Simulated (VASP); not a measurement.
Runs of VASP 6.6.1 on W. The structure is that of space group Im-3m (No. 229), or close to it. The cells are those of the table. 

```tsv
cell	gap on the mesh (eV)	pressure (GPa)
a = 2.620 Å, angles 108.3, 108.3, 111.8°, 1 atom	none	62.5
a = 2.730 Å, angles 108.4, 108.4, 111.7°, 1 atom	none	(b)
a = 2.915 Å, angles 110.5, 110.5, 107.4°, 1 atom	none	-38.7
a = 2.988 Å, angles 109.5°, 1 atom	none	-47.1
a = 2.804 Å, angles 110.5, 110.5, 107.3°, 1 atom	none	(a)
a = 2.693 Å, angles 110.6, 110.6, 107.3°, 1 atom	none	22.6
a = 2.656 Å, angles 109.5°, 1 atom	none	40.3
a = 2.877 Å, angles 109.5°, 1 atom	none	-33.1
```

Alike in all rows: task single point; level r2SCAN; potentials or basis VASP PAW PBE potentials, release 64 (W_sv); no spin polarisation; k mesh 14 × 14 × 14; cutoff (eV) 520; smearing gaussian 0.15 eV.

Fill in the values left out.

(a) -16.6; (b) 7.1.

Caveats: the PAW data sets were made with another functional, which shifts forces and pressure a little; spin-orbit coupling is left out, which moves the levels of the heavy elements.

A k mesh can miss the band edges, and the runs leave out spin-orbit coupling on W.

A gap of «none» marks levels without a gap at the run's occupations.
